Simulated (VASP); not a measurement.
Runs of VASP 6.6.1 on InAs. The structure is that of space group Fm-3m (No. 225), or close to it. The cells are those of the table. 

```tsv
cell	gap on the mesh (eV)	pressure (GPa)
a = 3.709 Å, angles 60.0°, 2 atoms	none	27.9
a = 3.886 Å, angles 60.0°, 2 atoms	none	(a)
a = 4.048 Å, angles 60.0°, 2 atoms	none	(b)
a = 3.770 Å, angles 60.0°, 2 atoms	none	19.5
a = 3.995 Å, angles 60.0°, 2 atoms	none	0.2
```

Alike in all rows: task single point; level PBEsol; potentials or basis VASP PAW PBE potentials, release 64 (In_d, As); no spin polarisation; k mesh 14 × 14 × 14; cutoff (eV) 520; smearing gaussian 0.05 eV.

Question: Fill in the values left out.

Answer: (a) 7.6; (b) -2.4.

Caveats: the PAW data sets were made with another functional, which shifts forces and pressure a little; spin-orbit coupling is left out, which moves the levels of the heavy elements; the cell stands under pressure (at least some runs).

A k mesh can miss the band edges, and the runs leave out spin-orbit coupling on As, In.

A gap of «none» marks levels without a gap at the run's occupations.
